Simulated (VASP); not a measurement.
# Na (Im-3m) in VASP: elastic constants with LDA

Aim: the elastic constants of Na with LDA.

Program: VASP 6.6.1. These are calculated values, not measurements. Logs are shortened: lines on timing, memory, paths and dates and some standing lists are left out, and cuts for length are marked.

## 1. The cell of the first run

Symmetry: Im-3m, No. 229, cubic system. The conventional cell has a = 4.282 Å, b = 4.282 Å, c = 4.282 Å, α = 90.00°, β = 90.00°, γ = 90.00°. Na (site symmetry m-3m) has 14 Na at 3.71 to 4.28 Å within 4.9 Å.

## 2. Elastic constants, LDA

Input file INCAR:

```
  PREC = Accurate
  ENCUT = 1130
  EDIFF = 1E-8
  ISMEAR = 0
  SIGMA = 0.025
  LREAL = False
  LASPH = True
  NELM = 120
  ALGO = Normal
  ISIF = 3
  LWAVE = False
  LCHARG = True
  GGA = CA
  IBRION = 6
  NFREE = 2
  POTIM = 0.015
  NSW = 1
  GGA_COMPAT = False
```

Input file KPOINTS:

```
Automatic mesh
0
Gamma
  7 7 7
```

Input file POSCAR:

```
Na
1.0
   -2.1410000000      2.1410000000      2.1410000000
    2.1410000000     -2.1410000000      2.1410000000
    2.1410000000      2.1410000000     -2.1410000000
Na
1
Direct
    0.0000000000      0.0000000000      0.0000000000
```

Potentials or basis: VASP PAW LDA potentials, release 64 (Na_sv).

Run with:

```
$ cat potpaw_LDA.64/Na_sv/POTCAR > POTCAR
$ mpirun -np 1 vasp_std > vasp.out
```

OUTCAR:

```text
PREC = Accurate
   ENCUT = 1130
   EDIFF = 1E-8
   ISMEAR = 0
   LREAL = False
   LASPH = True
   NELM = 120
   ISIF = 3
   GGA = CA
   IBRION = 6
   NFREE = 2
   POTIM = 0.015
   NSW = 1

 ion  position               nearest neighbor table
   1  0.000  0.000  0.000-

  LATTYP: Found a body centered cubic cell.
 ALAT       =     4.2820000000

  Lattice vectors:

 A1 = (  -2.1410000000,   2.1410000000,   2.1410000000)
 A2 = (   2.1410000000,  -2.1410000000,   2.1410000000)
 A3 = (   2.1410000000,   2.1410000000,  -2.1410000000)

Analysis of symmetry for initial positions (statically):
=====================================================================
 Subroutine PRICEL returns:
 Original cell was already a primitive cell.

 Routine SETGRP: Setting up the symmetry group for a
 body centered cubic supercell.

 Subroutine GETGRP returns: Found 48 space group operations
 (whereof 48 operations were pure point group operations)
 out of a pool of 48 trial point group operations.

The static configuration has the point symmetry O_h .

Analysis of symmetry for dynamics (positions and initial velocities):
=====================================================================
 Subroutine PRICEL returns:
 Original cell was already a primitive cell.

 Routine SETGRP: Setting up the symmetry group for a
 body centered cubic supercell.

 Subroutine GETGRP returns: Found 48 space group operations
 (whereof 48 operations were pure point group operations)
 out of a pool of 48 trial point group operations.

The dynamic configuration has the point symmetry O_h .

 Subroutine INISYM returns: Found 48 space group operations
 (whereof 48 operations are pure point group operations),
 and found     1 'primitive' translations

----------------------------------------------------------------------------------------

                                     Primitive cell

  volume of cell :      39.2564

  direct lattice vectors                    reciprocal lattice vectors
    -2.141000000  2.141000000  2.141000000     0.000000000  0.233535731  0.233535731
     2.141000000 -2.141000000  2.141000000     0.233535731  0.000000000  0.233535731
     2.141000000  2.141000000 -2.141000000     0.233535731  0.233535731  0.000000000

  length of vectors
     3.708320779  3.708320779  3.708320779     0.330269398  0.330269398  0.330269398

  position of ions in fractional coordinates (direct lattice)
     0.000000000  0.000000000  0.000000000

  ion indices of the primitive-cell ions
   primitive index   ion index
                 1           1

----------------------------------------------------------------------------------------

 KPOINTS: Automatic mesh

Automatic generation of k-mesh.
 Grid dimensions read from file:
 generate k-points for:    7    7    7

 Generating k-lattice:

  Cartesian coordinates                     Fractional coordinates (reciprocal lattice)
     0.000000000  0.033362247  0.033362247     0.142857143  0.000000000  0.000000000
     0.033362247  0.000000000  0.033362247     0.000000000  0.142857143  0.000000000
     0.033362247  0.033362247  0.000000000     0.000000000  0.000000000  0.142857143

  Length of vectors
     0.047181343  0.047181343  0.047181343

  Shift w.r.t. Gamma in fractional coordinates (k-lattice)
     0.000000000  0.000000000  0.000000000

 Subroutine IBZKPT returns following result:
 ===========================================

 Found     20 irreducible k-points:

 Following reciprocal coordinates:
            Coordinates               Weight
  0.000000  0.000000  0.000000      1.000000
  0.142857  0.000000  0.000000     12.000000
  0.285714  0.000000  0.000000     12.000000
  0.428571  0.000000  0.000000     12.000000
  0.142857  0.142857  0.000000     24.000000
  0.285714  0.142857 -0.000000     48.000000
[... 12 lines left out ...]
 -0.428571 -0.428571  0.285714      8.000000
 -0.428571  0.428571  0.428571      6.000000
   k-points           NKPTS =     20   k-points in BZ     NKDIM =     20   number of bands    NBANDS=      8
   number of dos      NEDOS =    301   number of ions     NIONS =      1
   total plane-waves  NPLWV =  74088
   dimension x,y,z NGX =    42 NGY =   42 NGZ =   42
   dimension x,y,z NGXF=    84 NGYF=   84 NGZF=   84
   ions per type =               1
   NGX,Y,Z   is equivalent  to a cutoff of  18.83, 18.83, 18.83 a.u.
   NGXF,Y,Z  is equivalent  to a cutoff of  37.66, 37.66, 37.66 a.u.
 SYSTEM =  unknown system
   PREC   = accura    normal or accurate (medium, high low for compatibility)
   ISTART =      0    job   : 0-new  1-cont  2-samecut
   ICHARG =      2    charge: 1-file 2-atom 10-const
   ISPIN  =      1    spin polarized calculation?
   LNONCOLLINEAR =      F non collinear calculations
   LSORBIT =      F    spin-orbit coupling
   LASPH  =      T    aspherical Exc in radial PAW
   ENCUT  = 1130.0 eV  83.05 Ry    9.11 a.u.  10.16 10.16 10.16*2*pi/ulx,y,z
   NELM   =    120;   NELMIN=  2; NELMDL= -5     # of ELM steps
   EDIFF  = 0.1E-07   stopping-criterion for ELM
   LREAL  =      F    real-space projection
   EDIFFG = 0.1E-06   stopping-criterion for IOM
   NSW    =     49    number of steps for IOM
   IBRION =      6    ionic relax: 0-MD 1-quasi-New 2-CG
   NFREE  =      2    steps in history (QN), initial steepest desc. (CG)
   ISIF   =      3    stress and relaxation
   ISYM   =      2    0-nonsym 1-usesym 2-fastsym
   POTIM  = 0.0150    time-step for ionic-motion
   TEBEG  =    0.0;   TEEND  =   0.0 temperature during run
   PSTRESS=    0.0 pullay stress
   NELECT =       9.0000    total number of electrons
   NUPDOWN=      -1.0000    fix difference up-down
   EMIN   =  10.00;   EMAX   =-10.00  energy-range for DOS
   EFERMI =   0.00;   METHOD = LEGACY
   ISMEAR =     0;   SIGMA  =   0.03  broadening in eV -4-tet -1-fermi 0-gaus
   EFERMI_NEDOS =   21; number of points for ismear=-14 and -15
   IALGO  =     38    algorithm
   IMIX   =      4    mixing-type and parameters
     AMIX     =   0.40;   BMIX     =  1.00
     AMIX_MAG =   1.60;   BMIX_MAG =  1.00
  volume/ion in A,a.u.               =      39.26       264.91
  Fermi-wavevector in a.u.,A,eV,Ry     =   1.001965  1.893438 13.659336  1.003933
  Thomas-Fermi vector in A             =   2.134421
   LORBIT       =      0    0 simple, 1 ext, 2 COOP (PROOUT), +10 PAW based schemes
   GGA     = CA    functional components
   LHFCALC =     F    Hartree Fock is set to
   AEXX    =    0.0000 exact exchange contribution
   IVDW    =     0    specifies the selected vdW correction
   LEPSILON=     F    determine dielectric tensor
   LRPA    =     F    only Hartree local field effects (RPA)
 finite differences with symmetry
 non-spin polarized calculation
 Gauss-broadening in eV      SIGMA  =   0.03
  energy-cutoff  :     1130.00
  volume of cell :       39.26
 maximum number of plane-waves:      3401
 NGX is ok and might be reduce to    42
   NGX = 21   NGY = 21   NGZ = 21

--------------------------------------- Ionic step        1  -------------------------------------------

 number of electron       8.9999998 magnetization

 Free energy of the ion-electron system (eV)
  ---------------------------------------------------
  ext. energy  EPLUGINS =         0.00000000
  ---------------------------------------------------
  free energy    TOTEN  =        -1.43254175 eV

  energy without entropy =       -1.43166697  energy(sigma->0) =       -1.43210436

------------------------ aborting loop because EDIFF is reached ----------------------------------------

  FORCE on cell =-STRESS in cart. coord.  units (eV):
  Direction    XX          YY          ZZ          XY          YZ          ZX
  --------------------------------------------------------------------------------------
  -------------------------------------------------------------------------------------
  Total       -0.3364349     -0.3364349     -0.3364349      0.0000000      0.0000000     -0.0000000
  in kB      -13.7309832    -13.7309832    -13.7309832      0.0000000      0.0000000     -0.0000000
  external PRESSURE =     -13.7309832 kB  Pullay stress =       0.0000000 kB
[... 86 lines left out ...]
  FREE ENERGIE OF THE ION-ELECTRON SYSTEM (eV)
  ---------------------------------------------------
  free  energy   TOTEN  =        -1.4382371492 eV

  energy  without entropy=       -1.4378549506  energy(sigma->0) =       -1.43804605

[... ionic steps 4 to 12 ...]

--------------------------------------- Ionic step       13  -------------------------------------------

 number of electron       8.9999998 magnetization

------------------------ aborting loop because EDIFF is reached ----------------------------------------

  FORCE on cell =-STRESS in cart. coord.  units (eV):
  Direction    XX          YY          ZZ          XY          YZ          ZX
  --------------------------------------------------------------------------------------
  -------------------------------------------------------------------------------------
  Total       -0.3527419     -0.3034885     -0.3518472      0.0000000     -0.0000000     -0.0088021
  in kB      -14.3965236    -12.3863361    -14.3600089      0.0000000     -0.0000000     -0.3592432
  external PRESSURE =     -13.7142895 kB  Pullay stress =       0.0000000 kB
[... 55 lines left out ...]
  energy  without entropy=       -1.4316712469  energy(sigma->0) =       -1.43210864

--------------------------------------- Ionic step       15  -------------------------------------------

 number of electron       8.9999999 magnetization

 Free energy of the ion-electron system (eV)
  ---------------------------------------------------
  ext. energy  EPLUGINS =         0.00000000
  ---------------------------------------------------
  free energy    TOTEN  =        -1.43254602 eV

  energy without entropy =       -1.43167125  energy(sigma->0) =       -1.43210864

 E-fermi :   0.1319     XC(G=0):  -6.5226

 val. band max:        0.1143541955   @ k =  -0.2857   0.4286   0.1429
 cond. band min:       0.4388666948   @ k =  -0.4286   0.4286   0.1429
 fundamental gap:      0.3245124994
 Fermi energy:         0.1318713758

 k-point     1 :       0.0000    0.0000    0.0000
  band No.  band energies     occupation
      1     -52.2093      2.00000
      2     -24.7447      2.00000
      3     -24.7447      2.00000
      4     -24.7447      2.00000
      5      -2.9133      2.00000
      6      11.5771      0.00000
      7      11.5771      0.00000
      8      11.5771      0.00000
[... 235 lines left out ...]
  FREE ENERGIE OF THE ION-ELECTRON SYSTEM (eV)
  ---------------------------------------------------
  free  energy   TOTEN  =        -1.4325460247 eV

  energy  without entropy=       -1.4316712459  energy(sigma->0) =       -1.43210864

 INTERNAL STRAIN TENSORS FROM STRAINED CELLS
 ============================================

 INTERNAL STRAIN TENSOR FOR ION    1 for displacements in x,y,z  (eV/Angst):
          X           Y           Z          XY          YZ          ZX
  --------------------------------------------------------------------------------
  x     0.00000     0.00000    -0.00000     0.00000     0.00000     0.00000
  y     0.00000     0.00000     0.00000    -0.00000     0.00000     0.00000
  z    -0.00000    -0.00000     0.00000    -0.00000     0.00000     0.00000

 INTERNAL STRAIN TENSORS FROM DISPLACED ATOMS
 ============================================

 INTERNAL STRAIN TENSOR FOR ION    1 for displacements in x,y,z  (eV/Angst):
          X           Y           Z          XY          YZ          ZX
  --------------------------------------------------------------------------------
  x     0.00000     0.00000     0.00000     0.00000     0.00000     0.00000
  y     0.00000     0.00000     0.00000     0.00000     0.00000     0.00000
  z     0.00000     0.00000     0.00000     0.00000     0.00000     0.00000

 Eigenvectors and eigenvalues of the dynamical matrix
 ----------------------------------------------------

   1 f  =    0.000000 THz     0.000000 2PiTHz    0.000000 cm-1     0.000000 meV
             X         Y         Z           dx          dy          dz
      0.000000  0.000000  0.000000    -0.841816    0.178159    0.509515

   2 f  =    0.000000 THz     0.000000 2PiTHz    0.000000 cm-1     0.000000 meV
             X         Y         Z           dx          dy          dz
      0.000000  0.000000  0.000000     0.253807   -0.702437    0.664954

   3 f  =    0.000000 THz     0.000000 2PiTHz    0.000000 cm-1     0.000000 meV
             X         Y         Z           dx          dy          dz
      0.000000  0.000000  0.000000    -0.476369   -0.689087   -0.546105

--------------------------------------------------------------------------------------------------------

 ELASTIC MODULI CONTR FROM IONIC RELAXATION (kBar)
 Direction    XX          YY          ZZ          XY          YZ          ZX
 --------------------------------------------------------------------------------
 XX           0.0000      0.0000      0.0000      0.0000      0.0000      0.0000
 YY           0.0000      0.0000      0.0000      0.0000      0.0000      0.0000
 ZZ           0.0000      0.0000      0.0000      0.0000      0.0000      0.0000
 XY           0.0000      0.0000      0.0000      0.0000      0.0000      0.0000
 YZ           0.0000      0.0000      0.0000      0.0000      0.0000      0.0000
 ZX           0.0000      0.0000      0.0000      0.0000      0.0000      0.0000
 --------------------------------------------------------------------------------

 TOTAL ELASTIC MODULI (kBar)
 Direction    XX          YY          ZZ          XY          YZ          ZX
 --------------------------------------------------------------------------------
 XX         -53.6600    134.2924    134.2924     -0.0000     -0.0000     -0.0000
 YY         134.2924    -53.6600    134.2924     -0.0000     -0.0000     -0.0000
 ZZ         134.2924    134.2924    -53.6600     -0.0000     -0.0000     -0.0000
 XY          -0.0000     -0.0000     -0.0000    -23.8694     -0.0000      0.0000
 YZ          -0.0000     -0.0000     -0.0000     -0.0000    -23.8694     -0.0000
 ZX          -0.0000     -0.0000     -0.0000      0.0000     -0.0000    -23.8694
 --------------------------------------------------------------------------------
```

It took 5.9 min on 1 thread of Intel Xeon Platinum 8559C (Emerald Rapids), shared host; peak memory 0.31 GiB.

What came out:

- Elastic constants C11, C12, C44: -5, 13, -2 GPa
- Voigt bulk modulus: 7 GPa

Elastic tensor in Voigt notation (GPa, in the Cartesian axes of the cell as first typed):
```
-5 13 13  0  0  0
13 -5 13  0  0  0
13 13 -5  0  0  0
 0  0  0 -2  0  0
 0  0  0  0 -2  0
 0  0  0  0  0 -2
```

Clamped-ion elastic tensor (GPa):
```
-5 13 13  0  0  0
13 -5 13  0  0  0
13 13 -5  0  0  0
 0  0  0 -2  0  0
 0  0  0  0 -2  0
 0  0  0  0  0 -2
```

Caveat: the cell is under stress, which shifts elastic constants; the elastic tensor has a negative eigenvalue, so either the cell is unstable as it stands or the mesh is too thin.
